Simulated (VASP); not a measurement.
# KCl (F-43m) in VASP: notebook

The runs below take KCl through single point, with PBEsol, r2SCAN.

All numbers are computed with VASP 6.6.1; they aren't measurements. Logs are shortened: lines on timing, memory, paths and dates and some standing lists are left out, and cuts for length are marked.

### 1 The cell of the first run

It takes space group F-43m (No. 216, cubic). The conventional cell has a = 7.015 Å, b = 7.015 Å, c = 7.015 Å, α = 90.00°, β = 90.00°, γ = 90.00°. K (site symmetry -43m) has 4 Cl at 3.04 Å within 4.0 Å. Within 4.0 Å of Cl (site symmetry -43m) lie 4 K at 3.04 Å.

### 2 Single point, PBEsol

INCAR

```
PREC = Accurate
ENCUT = 520
EDIFF = 1E-6
ISMEAR = 0
SIGMA = 0.01
LREAL = F
LASPH = T
NELM = 60
ALGO = Normal
ISIF = 2
LWAVE = F
LCHARG = F
GGA = PS
NBANDS = 15
```

KPOINTS

```
regular mesh
0
Gamma
  4 4 4
```

POSCAR

```
KCl
1.0
    0.0000000000      3.5072828304      3.5072828304
    3.5072828304      0.0000000000      3.5072828304
    3.5072828304      3.5072828304      0.0000000000
K Cl
1 1
Direct
    0.0000000000      0.0000000000      0.0000000000
    0.2500000000      0.2500000000      0.2500000000
```

Potentials or basis: VASP PAW PBE potentials, release 64 (K_sv, Cl).

Command:

```sh
cat potpaw_PBE.64/K_sv/POTCAR potpaw_PBE.64/Cl/POTCAR > POTCAR
mpirun -np 1 vasp_std > vasp.out
```

OUTCAR:

```text
PREC = Accurate
   ENCUT = 520
   EDIFF = 1E-6
   ISMEAR = 0
   LREAL = F
   LASPH = T
   NELM = 60
   ISIF = 2
   GGA = PS

 ion  position               nearest neighbor table
   1  0.000  0.000  0.000-   2 3.04   2 3.04   2 3.04   2 3.04
   2  0.250  0.250  0.250-   1 3.04   1 3.04   1 3.04   1 3.04

  LATTYP: Found a face centered cubic cell.
 ALAT       =     7.0145656608

  Lattice vectors:

 A1 = (   0.0000000000,   3.5072828304,   3.5072828304)
 A2 = (   3.5072828304,   0.0000000000,   3.5072828304)
 A3 = (   3.5072828304,   3.5072828304,   0.0000000000)

Analysis of symmetry for initial positions (statically):
=====================================================================
 Subroutine PRICEL returns:
 Original cell was already a primitive cell.

 Routine SETGRP: Setting up the symmetry group for a
 face centered cubic supercell.

 Subroutine GETGRP returns: Found 24 space group operations
 (whereof 24 operations were pure point group operations)
 out of a pool of 48 trial point group operations.

The static configuration has the point symmetry T_d .

Analysis of symmetry for dynamics (positions and initial velocities):
=====================================================================
 Subroutine PRICEL returns:
 Original cell was already a primitive cell.

 Routine SETGRP: Setting up the symmetry group for a
 face centered cubic supercell.

 Subroutine GETGRP returns: Found 24 space group operations
 (whereof 24 operations were pure point group operations)
 out of a pool of 48 trial point group operations.

The dynamic configuration has the point symmetry T_d .

 Subroutine INISYM returns: Found 24 space group operations
 (whereof 24 operations are pure point group operations),
 and found     1 'primitive' translations

----------------------------------------------------------------------------------------

                                     Primitive cell

  volume of cell :      86.2864

  direct lattice vectors                    reciprocal lattice vectors
     0.000000000  3.507282830  3.507282830    -0.142560502  0.142560502  0.142560502
     3.507282830  0.000000000  3.507282830     0.142560502 -0.142560502  0.142560502
     3.507282830  3.507282830  0.000000000     0.142560502  0.142560502 -0.142560502

  length of vectors
     4.960046946  4.960046946  4.960046946     0.246922032  0.246922032  0.246922032

  position of ions in fractional coordinates (direct lattice)
     0.000000000  0.000000000  0.000000000
     0.250000000  0.250000000  0.250000000
[... 70 lines left out ...]
   PSTRESS=    0.0 pullay stress
   NELECT =      16.0000    total number of electrons
   NUPDOWN=      -1.0000    fix difference up-down
   EMIN   =  10.00;   EMAX   =-10.00  energy-range for DOS
   EFERMI =   0.00;   METHOD = LEGACY
   ISMEAR =     0;   SIGMA  =   0.01  broadening in eV -4-tet -1-fermi 0-gaus
   EFERMI_NEDOS =   21; number of points for ismear=-14 and -15
   IALGO  =     38    algorithm
   IMIX   =      4    mixing-type and parameters
     AMIX     =   0.40;   BMIX     =  1.00
     AMIX_MAG =   1.60;   BMIX_MAG =  1.00
  volume/ion in A,a.u.               =      43.14       291.14
  Fermi-wavevector in a.u.,A,eV,Ry     =   0.933542  1.764139 11.857496  0.871501
  Thomas-Fermi vector in A             =   2.060255
   LORBIT       =      0    0 simple, 1 ext, 2 COOP (PROOUT), +10 PAW based schemes
   GGA     = PS    functional components
   LHFCALC =     F    Hartree Fock is set to
   AEXX    =    0.0000 exact exchange contribution
   IVDW    =     0    specifies the selected vdW correction
   LEPSILON=     F    determine dielectric tensor
   LRPA    =     F    only Hartree local field effects (RPA)
 non-spin polarized calculation
 Gauss-broadening in eV      SIGMA  =   0.01
  energy-cutoff  :      520.00
  volume of cell :       86.29
 maximum number of plane-waves:      2346
 NGX is ok and might be reduce to    40
   NGX = 19   NGY = 19   NGZ = 19

 number of electron      16.0000000 magnetization

 Free energy of the ion-electron system (eV)
  ---------------------------------------------------
  ext. energy  EPLUGINS =         0.00000000
  ---------------------------------------------------
  free energy    TOTEN  =        -6.79471229 eV

  energy without entropy =       -6.79471229  energy(sigma->0) =       -6.79471229

 E-fermi :  -3.1304     XC(G=0):  -6.1558

 val. band max:       -3.2449411630   @ k =   0.5000   0.5000   0.0000
 cond. band min:       1.5506041772   @ k =   0.0000   0.0000   0.0000
 fundamental gap:      4.7955453402
 Fermi energy:        -3.1303927101

 k-point     1 :       0.0000    0.0000    0.0000
  band No.  band energies     occupation
      1     -30.3611      2.00000
      2     -14.9516      2.00000
      3     -13.9231      2.00000
      4     -13.9231      2.00000
      5     -13.9231      2.00000
      6      -3.2862      2.00000
      7      -3.2862      2.00000
      8      -3.2862      2.00000
      9       1.5506      0.00000
     10       6.0975      0.00000
     11       6.0975      0.00000
     12       7.1146      0.00000
     13       7.1146      0.00000
     14       7.1146      0.00000
[... 113 lines left out ...]
      2     -15.1833      2.00000
      3     -13.9604      2.00000
      4     -13.9497      2.00000
      5     -13.6303      2.00000
      6      -3.4844      2.00000
      7      -3.4203      2.00000
      8      -3.2495      2.00000
      9       3.6841      0.00000
     10       4.4296      0.00000
     11       6.5278      0.00000
     12       6.5800      0.00000
     13       6.7696      0.00000
     14       7.1615      0.00000
     15       7.8919      0.00000

------------------------ aborting loop because EDIFF is reached ----------------------------------------

  FORCE on cell =-STRESS in cart. coord.  units (eV):
  Direction    XX          YY          ZZ          XY          YZ          ZX
  --------------------------------------------------------------------------------------
  -------------------------------------------------------------------------------------
  Total       -0.1492896     -0.1492896     -0.1492896     -0.0000000      0.0000000      0.0000000
  in kB       -2.7720287     -2.7720287     -2.7720287     -0.0000000      0.0000000      0.0000000
  external PRESSURE =      -2.7720287 kB  Pullay stress =       0.0000000 kB

 VOLUME and BASIS-vectors are now :
 -----------------------------------------------------------------------------
  energy-cutoff  :      520.00
  volume of cell :       86.29
      direct lattice vectors                 reciprocal lattice vectors
     0.000000000  3.507282830  3.507282830    -0.142560502  0.142560502  0.142560502
     3.507282830  0.000000000  3.507282830     0.142560502 -0.142560502  0.142560502
     3.507282830  3.507282830  0.000000000     0.142560502  0.142560502 -0.142560502

 POSITION                                       TOTAL-FORCE (eV/Angst)
 -----------------------------------------------------------------------------------
      0.00000      0.00000      0.00000        -0.000000      0.000000     -0.000000
      1.75364      1.75364      1.75364         0.000000     -0.000000      0.000000
 -----------------------------------------------------------------------------------
    total drift:                               -0.000000     -0.000000     -0.000000

  FREE ENERGIE OF THE ION-ELECTRON SYSTEM (eV)
  ---------------------------------------------------
  free  energy   TOTEN  =        -6.7947122874 eV

  energy  without entropy=       -6.7947122874  energy(sigma->0) =       -6.79471229
```

OSZICAR:

```text
N       E                     dE             d eps       ncg     rms          rms(c)
DAV:   1     0.974868097576E+02    0.97487E+02   -0.67252E+03   240   0.916E+02
DAV:   2     0.115216975563E+01   -0.96335E+02   -0.88961E+02   311   0.216E+02
DAV:   3    -0.685411781115E+01   -0.80063E+01   -0.79711E+01   338   0.539E+01
DAV:   4    -0.720570709255E+01   -0.35159E+00   -0.35152E+00   391   0.102E+01
DAV:   5    -0.720841895882E+01   -0.27119E-02   -0.27118E-02   331   0.997E-01    0.336E+00
DAV:   6    -0.679526259758E+01    0.41316E+00   -0.62241E-01   317   0.363E+00    0.264E+00
DAV:   7    -0.676186127734E+01    0.33401E-01   -0.16003E-01   331   0.200E+00    0.158E+00
DAV:   8    -0.678764890758E+01   -0.25788E-01   -0.29389E-02   329   0.114E+00    0.307E-01
DAV:   9    -0.679072378605E+01   -0.30749E-02   -0.26585E-03   317   0.269E-01    0.159E-01
DAV:  10    -0.679459086973E+01   -0.38671E-02   -0.30374E-03   240   0.276E-01    0.324E-02
DAV:  11    -0.679467280999E+01   -0.81940E-04   -0.10083E-04   325   0.546E-02    0.127E-02
DAV:  12    -0.679471086733E+01   -0.38057E-04   -0.47699E-05   247   0.411E-02    0.373E-03
DAV:  13    -0.679471207453E+01   -0.12072E-05   -0.13272E-06   300   0.650E-03    0.244E-03
DAV:  14    -0.679471228737E+01   -0.21284E-06   -0.35532E-07   183   0.371E-03
   1 F= -.67947123E+01 E0= -.67947123E+01  d E =-.547151E-60
```

stdout:

```text
POSCAR found type information on POSCAR K Cl
 POSCAR found :  2 types and       2 ions
 scaLAPACK will be used
 -----------------------------------------------------------------------------
|                                                                             |
|                                                                             |
|     You enforced a specific xc type in the INCAR file but a different       |
|     I HOPE YOU KNOW WHAT YOU ARE DOING!                                     |
|                                                                             |
 -----------------------------------------------------------------------------

 LDA part: xc-table for (Slater+PW92), standard interpolation
 POSCAR, INCAR and KPOINTS ok, starting setup
 FFT: planning ... GRIDC
 FFT: planning ... GRID_SOFT
 FFT: planning ... GRID
 WAVECAR not read
 entering main loop
```

Run time: 27 s. Hardware: 1 thread of AMD EPYC 7R13, shared host; peak memory 0.2 GiB.

What came out:

```
Free energy            : -6.7947 eV
Pressure               : -0.3 GPa
Band gap on the k mesh : 4.80 eV (least direct gap 4.84 eV)
```

Levels at points of the mesh, in eV from the valence-band top:
```tsv
k point	band 5	band 6	band 7	band 8	band 9	band 10	band 11	band 12
(0.00, 0.00, 0.00)	-10.68	-0.04	-0.04	-0.04	4.80	9.34	9.34	10.36
(0.50, 0.00, 0.00)	-10.47	-0.34	-0.01	-0.01	7.29	7.44	8.95	8.95
(0.50, 0.50, 0.00)	-10.39	-0.41	0.00	0.00	6.73	7.68	9.87	10.29
```

Caveat: the structure was generated, so it needn't be the stable form of KCl; the PAW data sets were made with another functional, which shifts forces and pressure a little. A k mesh can miss the band edges.

### 3 Single point, r2SCAN

POSCAR is that of step 2.

INCAR.step1

```
SYSTEM = KCl
ALGO = Normal
EDIFF = 1E-4
ENCUT = 520
GGA = PE
ISMEAR = 0
LASPH = .TRUE.
LCHARG = .FALSE.
LREAL = .FALSE.
LWAVE = .TRUE.
NBANDS = 15
NELM = 80
PREC = Accurate
SIGMA = 0.01
```

INCAR.step2

```
SYSTEM = KCl
ALGO = Normal
EDIFF = 1E-6
ENCUT = 520
ISIF = 2
ISMEAR = 0
ISTART = 1
LASPH = .TRUE.
LCHARG = .FALSE.
LMIXTAU = .TRUE.
LREAL = .FALSE.
LWAVE = .FALSE.
METAGGA = R2SCAN
NBANDS = 15
NELM = 80
PREC = Accurate
SIGMA = 0.01
```

KPOINTS

```
k-points
0
G
  4 4 4
  0 0 0
```

Potentials or basis: VASP PAW PBE potentials, release 64 (K_sv, Cl).

Command:

```sh
cat potpaw_PBE.64/K_sv/POTCAR potpaw_PBE.64/Cl/POTCAR > POTCAR
cp INCAR.step1 INCAR
mpirun -np 1 vasp_std > vasp.out
cp INCAR.step2 INCAR
mpirun -np 1 vasp_std > vasp.out
```

OUTCAR:

```text
SYSTEM = KCl
   EDIFF = 1E-6
   ENCUT = 520
   ISIF = 2
   ISMEAR = 0
   ISTART = 1
   LASPH = .TRUE.
   LREAL = .FALSE.
   METAGGA = R2SCAN
   NELM = 80
   PREC = Accurate

 ion  position               nearest neighbor table
   1  0.000  0.000  0.000-   2 3.04   2 3.04   2 3.04   2 3.04
   2  0.250  0.250  0.250-   1 3.04   1 3.04   1 3.04   1 3.04

  LATTYP: Found a face centered cubic cell.
 ALAT       =     7.0145656608

  Lattice vectors:

 A1 = (   0.0000000000,   3.5072828304,   3.5072828304)
 A2 = (   3.5072828304,   0.0000000000,   3.5072828304)
 A3 = (   3.5072828304,   3.5072828304,   0.0000000000)

Analysis of symmetry for initial positions (statically):
=====================================================================
 Subroutine PRICEL returns:
 Original cell was already a primitive cell.

 Routine SETGRP: Setting up the symmetry group for a
 face centered cubic supercell.

 Subroutine GETGRP returns: Found 24 space group operations
 (whereof 24 operations were pure point group operations)
 out of a pool of 48 trial point group operations.

The static configuration has the point symmetry T_d .

Analysis of symmetry for dynamics (positions and initial velocities):
=====================================================================
 Subroutine PRICEL returns:
 Original cell was already a primitive cell.

 Routine SETGRP: Setting up the symmetry group for a
 face centered cubic supercell.

 Subroutine GETGRP returns: Found 24 space group operations
 (whereof 24 operations were pure point group operations)
 out of a pool of 48 trial point group operations.

The dynamic configuration has the point symmetry T_d .

 Subroutine INISYM returns: Found 24 space group operations
 (whereof 24 operations are pure point group operations),
 and found     1 'primitive' translations

----------------------------------------------------------------------------------------

                                     Primitive cell

[... 102 lines left out ...]
   LEPSILON=     F    determine dielectric tensor
   LRPA    =     F    only Hartree local field effects (RPA)
 non-spin polarized calculation
 Gauss-broadening in eV      SIGMA  =   0.01
  energy-cutoff  :      520.00
  volume of cell :       86.29
 maximum number of plane-waves:      2346
 NGX is ok and might be reduce to    40
   NGX = 19   NGY = 19   NGZ = 19

 number of electron      16.0000000 magnetization

 Free energy of the ion-electron system (eV)
  ---------------------------------------------------
  ext. energy  EPLUGINS =         0.00000000
  ---------------------------------------------------
  free energy    TOTEN  =       -16.22190378 eV

  energy without entropy =      -16.22190378  energy(sigma->0) =      -16.22190378

 E-fermi :  -3.5210     XC(G=0):  -6.3707

 val. band max:       -3.5949629136   @ k =   0.5000   0.5000   0.0000
 cond. band min:       1.7575133845   @ k =   0.0000   0.0000   0.0000
 fundamental gap:      5.3524762982
 Fermi energy:        -3.5210444670

 k-point     1 :       0.0000    0.0000    0.0000
  band No.  band energies     occupation
      1     -31.9432      2.00000
      2     -15.8893      2.00000
      3     -14.6655      2.00000
      4     -14.6655      2.00000
      5     -14.6655      2.00000
      6      -3.6319      2.00000
      7      -3.6319      2.00000
      8      -3.6319      2.00000
      9       1.7575      0.00000
     10       6.5440      0.00000
     11       6.5440      0.00000
     12       7.5513      0.00000
     13       7.5513      0.00000
     14       7.5513      0.00000
[... 113 lines left out ...]
      2     -16.0959      2.00000
      3     -14.7013      2.00000
      4     -14.6913      2.00000
      5     -14.3993      2.00000
      6      -3.8142      2.00000
      7      -3.7687      2.00000
      8      -3.5997      2.00000
      9       3.7807      0.00000
     10       4.6849      0.00000
     11       6.9654      0.00000
     12       7.0817      0.00000
     13       7.3168      0.00000
     14       7.7432      0.00000
     15       8.4278      0.00000

------------------------ aborting loop because EDIFF is reached ----------------------------------------

  FORCE on cell =-STRESS in cart. coord.  units (eV):
  Direction    XX          YY          ZZ          XY          YZ          ZX
  --------------------------------------------------------------------------------------
  -------------------------------------------------------------------------------------
  Total       -0.0053960     -0.0053960     -0.0053960      0.0000000      0.0000000      0.0000000
  in kB       -0.1001945     -0.1001945     -0.1001945      0.0000000      0.0000000      0.0000000
  external PRESSURE =      -0.1001945 kB  Pullay stress =       0.0000000 kB

 VOLUME and BASIS-vectors are now :
 -----------------------------------------------------------------------------
  energy-cutoff  :      520.00
  volume of cell :       86.29
      direct lattice vectors                 reciprocal lattice vectors
     0.000000000  3.507282830  3.507282830    -0.142560502  0.142560502  0.142560502
     3.507282830  0.000000000  3.507282830     0.142560502 -0.142560502  0.142560502
     3.507282830  3.507282830  0.000000000     0.142560502  0.142560502 -0.142560502

 POSITION                                       TOTAL-FORCE (eV/Angst)
 -----------------------------------------------------------------------------------
      0.00000      0.00000      0.00000         0.000000      0.000000      0.000000
      1.75364      1.75364      1.75364        -0.000000     -0.000000     -0.000000
 -----------------------------------------------------------------------------------
    total drift:                               -0.000000     -0.000000     -0.000000

  FREE ENERGIE OF THE ION-ELECTRON SYSTEM (eV)
  ---------------------------------------------------
  free  energy   TOTEN  =       -16.2219037759 eV

  energy  without entropy=      -16.2219037759  energy(sigma->0) =      -16.22190378
```

OSZICAR.step1:

```text
N       E                     dE             d eps       ncg     rms          rms(c)
DAV:   1     0.985065765459E+02    0.98507E+02   -0.67432E+03   240   0.916E+02
DAV:   2     0.132350873746E+01   -0.97183E+02   -0.89842E+02   311   0.217E+02
DAV:   3    -0.674218385184E+01   -0.80657E+01   -0.80306E+01   331   0.542E+01
DAV:   4    -0.709943605341E+01   -0.35725E+00   -0.35714E+00   391   0.102E+01
DAV:   5    -0.710223105369E+01   -0.27950E-02   -0.27949E-02   331   0.101E+00    0.348E+00
DAV:   6    -0.663222646065E+01    0.47000E+00   -0.70216E-01   310   0.376E+00    0.271E+00
DAV:   7    -0.659050780949E+01    0.41719E-01   -0.18840E-01   338   0.213E+00    0.164E+00
DAV:   8    -0.661366963005E+01   -0.23162E-01   -0.29103E-02   303   0.116E+00    0.308E-01
DAV:   9    -0.661588634005E+01   -0.22167E-02   -0.23423E-03   317   0.260E-01    0.164E-01
DAV:  10    -0.661852879956E+01   -0.26425E-02   -0.18382E-03   240   0.262E-01    0.322E-02
DAV:  11    -0.661856683251E+01   -0.38033E-04   -0.58796E-05   255   0.529E-02
   1 F= -.66185668E+01 E0= -.66185668E+01  d E =-.110206E-26
```

It took 2.5 min on 1 thread of AMD EPYC 7R13, shared host; peak memory 0.22 GiB.

Results:

| Property | Result |
| --- | --- |
| Free energy | -16.2219 eV |
| Pressure | 0.0 GPa |
| Band gap on the k mesh | 5.35 eV (least direct gap 5.39 eV) |

Caveat: the structure was generated, so it needn't be the stable form of KCl; the PAW data sets were made with another functional, which shifts forces and pressure a little. A k mesh can miss the band edges.
